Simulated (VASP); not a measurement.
# ZnGeP2 (I-42d) in VASP: notebook

Runs on ZnGeP2. Level: PBEsol. Tasks: relaxation of cell and atoms.

All numbers are computed with VASP 6.6.1; they aren't measurements. Logs are shortened: lines on timing, memory, paths and dates and some standing lists are left out, and cuts for length are marked.

## (1) The cell of the first run

It takes space group I-42d (No. 122, tetragonal). Conventional cell: a = 5.460 Å, b = 5.460 Å, c = 10.760 Å, α = 90.00°, β = 90.00°, γ = 90.00°. Within 3.2 Å of Zn (site symmetry -4) lie 4 P at 2.40 Å. Within 3.1 Å of Ge (site symmetry -4) lie 4 P at 2.31 Å. Within 3.1 Å of P (site symmetry 2) lie 2 Ge at 2.31 Å and 2 Zn at 2.40 Å.

## (2) Relaxation of cell and atoms, PBEsol

INCAR reads:

```
PREC = Accurate ; ENCUT = 600
EDIFF = 1E-6 ; ISMEAR = 0
SIGMA = 0.03 ; LREAL = False
LASPH = True ; NELM = 80
ALGO = Normal ; ISIF = 3
LWAVE = False ; LCHARG = False
GGA = PS ; IBRION = 2
NSW = 90 ; EDIFFG = -0.01
KPAR = 2
```

KPOINTS reads:

```
regular mesh
0
Gamma
  8 8 8
```

POSCAR reads:

```
ZnGeP2
1.0
   -2.7300000000      2.7300000000      5.3800000000
    2.7300000000     -2.7300000000      5.3800000000
    2.7300000000      2.7300000000     -5.3800000000
Zn Ge P
2 2 4
Direct
    0.0000000000      0.0000000000      0.0000000000
    0.7500000000      0.2500000000      0.5000000000
    0.5000000000      0.5000000000      0.0000000000
    0.2500000000      0.7500000000      0.5000000000
    0.3750000000      0.3890000000      0.5140000000
    0.6110000000      0.1250000000      0.9860000000
    0.8750000000      0.8610000000      0.4860000000
    0.1390000000      0.6250000000      0.0140000000
```

Potentials or basis: VASP PAW PBE potentials, release 64 (Zn, Ge_d, P).

The run is started by

```console
cat potpaw_PBE.64/Zn/POTCAR potpaw_PBE.64/Ge_d/POTCAR potpaw_PBE.64/P/POTCAR > POTCAR
mpirun -np 2 vasp_std > vasp.out
```

OUTCAR:

```text
PREC = Accurate
   ENCUT = 600
   EDIFF = 1E-6
   ISMEAR = 0
   LREAL = False
   LASPH = True
   NELM = 80
   ISIF = 3
   GGA = PS
   IBRION = 2
   NSW = 90
   EDIFFG = -0.01

 ion  position               nearest neighbor table
   1  0.000  0.000  0.000-   7 2.40   6 2.40   8 2.40   5 2.40
   2  0.750  0.250  0.500-   6 2.40   5 2.40   7 2.40   8 2.40
   3  0.500  0.500  0.000-   5 2.31   6 2.31   7 2.31   8 2.31
   4  0.250  0.750  0.500-   5 2.31   6 2.31   7 2.31   8 2.31
   5  0.375  0.389  0.514-   3 2.31   4 2.31   2 2.40   1 2.40
   6  0.611  0.125  0.986-   3 2.31   4 2.31   2 2.40   1 2.40
   7  0.875  0.861  0.486-   3 2.31   4 2.31   1 2.40   2 2.40
   8  0.139  0.625  0.014-   3 2.31   4 2.31   1 2.40   2 2.40

  LATTYP: Found a body centered tetragonal cell.
 ALAT       =     5.4600000000
 C/A-ratio  =     1.9706959707

  Lattice vectors:

 A1 = (  -2.7300000000,   2.7300000000,   5.3800000000)
 A2 = (   2.7300000000,  -2.7300000000,   5.3800000000)
 A3 = (   2.7300000000,   2.7300000000,  -5.3800000000)

Analysis of symmetry for initial positions (statically):
=====================================================================
 Subroutine PRICEL returns:
 Original cell was already a primitive cell.

 Routine SETGRP: Setting up the symmetry group for a
 body centered tetragonal supercell.

 Subroutine GETGRP returns: Found  8 space group operations
 (whereof  4 operations were pure point group operations)
 out of a pool of 16 trial point group operations.

The static configuration has the point symmetry S_4 .
 The point group associated with its full space group is D_2d.

Analysis of symmetry for dynamics (positions and initial velocities):
=====================================================================
 Subroutine PRICEL returns:
 Original cell was already a primitive cell.

 Routine SETGRP: Setting up the symmetry group for a
 body centered tetragonal supercell.

 Subroutine GETGRP returns: Found  8 space group operations
 (whereof  4 operations were pure point group operations)
 out of a pool of 16 trial point group operations.

The dynamic configuration has the point symmetry S_4 .
 The point group associated with its full space group is D_2d.

 Subroutine INISYM returns: Found  8 space group operations
 (whereof  4 operations are pure point group operations),
 and found     1 'primitive' translations

----------------------------------------------------------------------------------------

                                     Primitive cell

  volume of cell :     160.3864

  direct lattice vectors                    reciprocal lattice vectors
    -2.730000000  2.730000000  5.380000000     0.000000000  0.183150183  0.092936803
     2.730000000 -2.730000000  5.380000000     0.183150183  0.000000000  0.092936803
     2.730000000  2.730000000 -5.380000000     0.183150183  0.183150183  0.000000000

  length of vectors
     6.621948354  6.621948354  6.621948354     0.205380717  0.205380717  0.259013473

  position of ions in fractional coordinates (direct lattice)
     0.000000000  0.000000000  0.000000000
     0.750000000  0.250000000  0.500000000
     0.500000000  0.500000000  0.000000000
     0.250000000  0.750000000  0.500000000
     0.375000000  0.389000000  0.514000000
     0.611000000  0.125000000  0.986000000
     0.875000000  0.861000000  0.486000000
     0.139000000  0.625000000  0.014000000

  ion indices of the primitive-cell ions
   primitive index   ion index
                 1           1
                 2           2
                 3           3
                 4           4
                 5           5
                 6           6
                 7           7
                 8           8

----------------------------------------------------------------------------------------

 KPOINTS: regular mesh

Automatic generation of k-mesh.
 Grid dimensions read from file:
 generate k-points for:    8    8    8

 Generating k-lattice:

  Cartesian coordinates                     Fractional coordinates (reciprocal lattice)
     0.000000000  0.022893773  0.011617100     0.125000000 -0.000000000  0.000000000
     0.022893773  0.000000000  0.011617100    -0.000000000  0.125000000  0.000000000
     0.022893773  0.022893773  0.000000000     0.000000000  0.000000000  0.125000000

  Length of vectors
     0.025672590  0.025672590  0.032376684

  Shift w.r.t. Gamma in fractional coordinates (k-lattice)
     0.000000000  0.000000000  0.000000000

 Subroutine IBZKPT returns following result:
 ===========================================

 Found     59 irreducible k-points:

 Following reciprocal coordinates:
            Coordinates               Weight
  0.000000  0.000000  0.000000      1.000000
  0.125000  0.000000  0.000000      8.000000
  0.250000  0.000000  0.000000      8.000000
  0.375000  0.000000 -0.000000      8.000000
  0.500000  0.000000  0.000000      4.000000
  0.125000  0.125000  0.000000      8.000000
[... 16 lines left out ...]
  0.250000  0.125000  0.125000     16.000000
  0.375000  0.125000  0.125000      8.000000
 [... further k-points ...]
   k-points           NKPTS =     59   k-points in BZ     NKDIM =     59   number of bands    NBANDS=     43
   number of dos      NEDOS =    301   number of ions     NIONS =      8
   total plane-waves  NPLWV = 157464
   dimension x,y,z NGX =    54 NGY =   54 NGZ =   54
   dimension x,y,z NGXF=   108 NGYF=  108 NGZF=  108
   ions per type =               2   2   4
   NGX,Y,Z   is equivalent  to a cutoff of  13.56, 13.56, 13.56 a.u.
   NGXF,Y,Z  is equivalent  to a cutoff of  27.11, 27.11, 27.11 a.u.
 SYSTEM =  unknown system
   PREC   = accura    normal or accurate (medium, high low for compatibility)
   ISTART =      0    job   : 0-new  1-cont  2-samecut
   ICHARG =      2    charge: 1-file 2-atom 10-const
   ISPIN  =      1    spin polarized calculation?
   LNONCOLLINEAR =      F non collinear calculations
   LSORBIT =      F    spin-orbit coupling
   LASPH  =      T    aspherical Exc in radial PAW
   ENCUT  =  600.0 eV  44.10 Ry    6.64 a.u.  13.23 13.23 13.23*2*pi/ulx,y,z
   NELM   =     80;   NELMIN=  2; NELMDL= -5     # of ELM steps
   EDIFF  = 0.1E-05   stopping-criterion for ELM
   LREAL  =      F    real-space projection
   EDIFFG = -.1E-01   stopping-criterion for IOM
   NSW    =     90    number of steps for IOM
   IBRION =      2    ionic relax: 0-MD 1-quasi-New 2-CG
   NFREE  =      1    steps in history (QN), initial steepest desc. (CG)
   ISIF   =      3    stress and relaxation
   ISYM   =      2    0-nonsym 1-usesym 2-fastsym
   POTIM  = 0.5000    time-step for ionic-motion
   TEBEG  =    0.0;   TEEND  =   0.0 temperature during run
   PSTRESS=    0.0 pullay stress
   NELECT =      72.0000    total number of electrons
   NUPDOWN=      -1.0000    fix difference up-down
   EMIN   =  10.00;   EMAX   =-10.00  energy-range for DOS
   EFERMI =   0.00;   METHOD = LEGACY
   ISMEAR =     0;   SIGMA  =   0.03  broadening in eV -4-tet -1-fermi 0-gaus
   EFERMI_NEDOS =   21; number of points for ismear=-14 and -15
   IALGO  =     38    algorithm
   IMIX   =      4    mixing-type and parameters
     AMIX     =   0.40;   BMIX     =  1.00
     AMIX_MAG =   1.60;   BMIX_MAG =  1.00
  volume/ion in A,a.u.               =      20.05       135.29
  Fermi-wavevector in a.u.,A,eV,Ry     =   1.253516  2.368801 21.378859  1.571302
  Thomas-Fermi vector in A             =   2.387365
   LORBIT       =      0    0 simple, 1 ext, 2 COOP (PROOUT), +10 PAW based schemes
   GGA     = PS    functional components
   LHFCALC =     F    Hartree Fock is set to
   AEXX    =    0.0000 exact exchange contribution
   IVDW    =     0    specifies the selected vdW correction
   LEPSILON=     F    determine dielectric tensor
   LRPA    =     F    only Hartree local field effects (RPA)
 conjugate gradient relaxation of ions
 non-spin polarized calculation
 Gauss-broadening in eV      SIGMA  =   0.03
  energy-cutoff  :      600.00
  volume of cell :      160.39
 maximum number of plane-waves:      5378
 NGX is ok and might be reduce to    54
   NGX = 27   NGY = 27   NGZ = 27

--------------------------------------- Ionic step        1  -------------------------------------------

 number of electron      72.0000006 magnetization

 Free energy of the ion-electron system (eV)
  ---------------------------------------------------
  ext. energy  EPLUGINS =         0.00000000
  ---------------------------------------------------
  free energy    TOTEN  =       -37.66093606 eV

  energy without entropy =      -37.66093606  energy(sigma->0) =      -37.66093606

------------------------ aborting loop because EDIFF is reached ----------------------------------------

  FORCE on cell =-STRESS in cart. coord.  units (eV):
  Direction    XX          YY          ZZ          XY          YZ          ZX
  --------------------------------------------------------------------------------------
  -------------------------------------------------------------------------------------
  Total       -0.6748272     -0.6748272     -1.0911248      0.0000000      0.0000000      0.0000000
  in kB       -6.7411753     -6.7411753    -10.8997727      0.0000000      0.0000000      0.0000000
  external PRESSURE =      -8.1273745 kB  Pullay stress =       0.0000000 kB
[... 107 lines left out ...]
  FREE ENERGIE OF THE ION-ELECTRON SYSTEM (eV)
  ---------------------------------------------------
  free  energy   TOTEN  =       -37.7550144892 eV

  energy  without entropy=      -37.7550144892  energy(sigma->0) =      -37.75501449

 E-fermi :   4.5360     XC(G=0): -10.0766

 val. band max:        4.3676730434   @ k =   0.0000   0.0000   0.0000
 cond. band min:       5.4810508046   @ k =   0.5000   0.5000   0.5000
 fundamental gap:      1.1133777613
 Fermi energy:         4.5359630539

 k-point     1 :       0.0000    0.0000    0.0000
  band No.  band energies     occupation
      1     -20.4524      2.00000
      2     -20.4514      2.00000
      3     -20.4514      2.00000
      4     -20.4461      2.00000
      5     -20.4406      2.00000
      6     -20.4406      2.00000
[... 1093 lines left out ...]
     42       8.3362      0.00000
     43       8.4031      0.00000

 [... further k-points ...]

[... ionic steps 4 to 7 ...]

--------------------------------------- Ionic step        8  -------------------------------------------

 number of electron      72.0000023 magnetization

------------------------ aborting loop because EDIFF is reached ----------------------------------------

  FORCE on cell =-STRESS in cart. coord.  units (eV):
  Direction    XX          YY          ZZ          XY          YZ          ZX
  --------------------------------------------------------------------------------------
  -------------------------------------------------------------------------------------
  Total       -0.0630801     -0.0630801      0.1088664      0.0000000     -0.0000000      0.0000000
  in kB       -0.6407872     -0.6407872      1.1058991      0.0000000     -0.0000000      0.0000000
  external PRESSURE =      -0.0585584 kB  Pullay stress =       0.0000000 kB
[... 69 lines left out ...]
  energy  without entropy=      -37.7599274463  energy(sigma->0) =      -37.75992745

--------------------------------------- Ionic step       10  -------------------------------------------

 number of electron      72.0000023 magnetization

 Free energy of the ion-electron system (eV)
  ---------------------------------------------------
  ext. energy  EPLUGINS =         0.00000000
  ---------------------------------------------------
  free energy    TOTEN  =       -37.75994911 eV

  energy without entropy =      -37.75994911  energy(sigma->0) =      -37.75994911

 E-fermi :   4.5953     XC(G=0): -10.0977

 val. band max:        4.3981552870   @ k =   0.0000   0.0000   0.0000
 cond. band min:       5.5334764908   @ k =   0.5000   0.5000   0.5000
 fundamental gap:      1.1353212038
 Fermi energy:         4.5953009285

 k-point     1 :       0.0000    0.0000    0.0000
  band No.  band energies     occupation
      1     -20.4133      2.00000
      2     -20.4118      2.00000
      3     -20.4118      2.00000
      4     -20.4070      2.00000
      5     -20.4008      2.00000
      6     -20.4008      2.00000
[... 1130 lines left out ...]
  FREE ENERGIE OF THE ION-ELECTRON SYSTEM (eV)
  ---------------------------------------------------
  free  energy   TOTEN  =       -37.7599491082 eV

  energy  without entropy=      -37.7599491082  energy(sigma->0) =      -37.75994911

 reached required accuracy - stopping structural energy minimisation
```

It took 30 min on 2 MPI ranks of Intel Xeon Platinum 8375C at 2.90GHz (Ice Lake), shared host; peak memory 0.72 GiB.

Results:

* Free energy: -37.7599 eV
* Relaxed volume: 19.71 Å³/atom
* Relaxed cell: a = 6.588 Å, b = 6.588 Å, c = 6.588 Å, α = 131.35°, β = 131.35°, γ = 71.25°
* Space group after relaxing (to 0.1 Å): I-42d (No. 122)
* Energy gained by relaxing: 12.4 meV/atom
* Ionic steps: 10
* Pressure after relaxing: 0.0 GPa
* Largest force after relaxing: 0.003 eV/Å
* Band gap on the k mesh: 1.14 eV (least direct gap 1.25 eV)

Forces in eV/Å, atoms in the order of the input:
```
Zn   0.000  0.000  0.000
Zn   0.000  0.000  0.000
Ge   0.000  0.000  0.000
Ge   0.000  0.000  0.000
P   -0.003  0.000  0.000
P    0.000  0.003  0.000
P    0.003  0.000  0.000
P    0.000 -0.003  0.000
```

Step by step:
| step | energy change (eV) | largest force (eV/Å) | pressure (GPa) | volume (Å³) |
| --- | --- | --- | --- | --- |
| 1 | 0.0000 | 0.7029 | -0.81 | 160.39 |
| 2 | -0.0776 | 0.3488 | 0.00 | 158.04 |
| 3 | -0.0941 | 0.0555 | 0.78 | 156.22 |
| 4 | -0.0943 | 0.0806 | 0.75 | 156.37 |
| 5 | -0.0974 | 0.0396 | -0.36 | 158.46 |
| 6 | -0.0985 | 0.0003 | -0.04 | 157.75 |
| 7 | -0.0985 | 0.0018 | 0.02 | 157.72 |
| 8 | -0.0988 | 0.0059 | -0.01 | 157.72 |
| 9 | -0.0990 | 0.0110 | 0.00 | 157.72 |
| 10 | -0.0990 | 0.0034 | 0.01 | 157.71 |

Final structure:
```yaml
crystal:
  lattice:
    - [-2.71351, 2.71351, 5.35483]
    - [2.71351, -2.71351, 5.35483]
    - [2.71351, 2.71351, -5.35483]
  atoms:
    - { symbol: Zn, position: [0.00000, 0.00000, 0.00000] }
    - { symbol: Zn, position: [0.75000, 0.25000, 0.50000] }
    - { symbol: Ge, position: [0.50000, 0.50000, 0.00000] }
    - { symbol: Ge, position: [0.25000, 0.75000, 0.50000] }
    - { symbol: P, position: [0.37500, 0.37720, 0.50220] }
    - { symbol: P, position: [0.62280, 0.12500, 0.99780] }
    - { symbol: P, position: [0.87500, 0.87280, 0.49780] }
    - { symbol: P, position: [0.12720, 0.62500, 0.00220] }
```

Caveat: the PAW data sets were made with another functional, which shifts forces and pressure a little. A k mesh can miss the band edges.

(Part 1 of 2 ends here.)
